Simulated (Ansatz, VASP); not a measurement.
# Two plane-wave programs on CO2

```
C O
1.0
     2.57600   -2.32583    0.00000
     2.57600    2.32583    0.00000
     0.00000    0.00000    6.19288
C O
2 4
Direct
  0.00000 0.00000 0.00000
  0.50000 0.50000 0.50000
  0.79679 0.20321 0.89132
  0.20321 0.79679 0.10868
  0.70321 0.29679 0.39132
  0.29679 0.70321 0.60868
```

Alike in both runs: functional LDA; k mesh 6 × 6 × 4; occupations gaussian, width 0.02 eV; no spin polarisation.

Ansatz relaxed the structure, and its values are those at the end. VASP's run is a single point on that final structure, the one shown.

|  | VASP | Ansatz |
| --- | --- | --- |
| version | VASP 6.6.1 | Ansatz 0.2.0 |
| potentials or method | VASP PAW LDA potentials, release 64 (C, O), cutoff 520 eV | scalar-relativistic, plane waves, PAW |
| valence electrons in the cell | 32 | 32 |

```tsv
	VASP	Ansatz	Ansatz less VASP
gap on the k mesh at the Fermi level (eV)	6.44	6.47	+0.033
least direct gap on the mesh (eV)	7.11	7.15	+0.034
pressure (GPa)	2.3	0.0	-2.29
rms of the force components (eV/Å)	0.378	0.000	-0.3777
```

LDA's correlation is that of Perdew and Zunger in VASP and of Perdew and Wang (1992) in Ansatz.

Noted on VASP's run: the standard files for N, O and F lose accuracy on very short bonds.
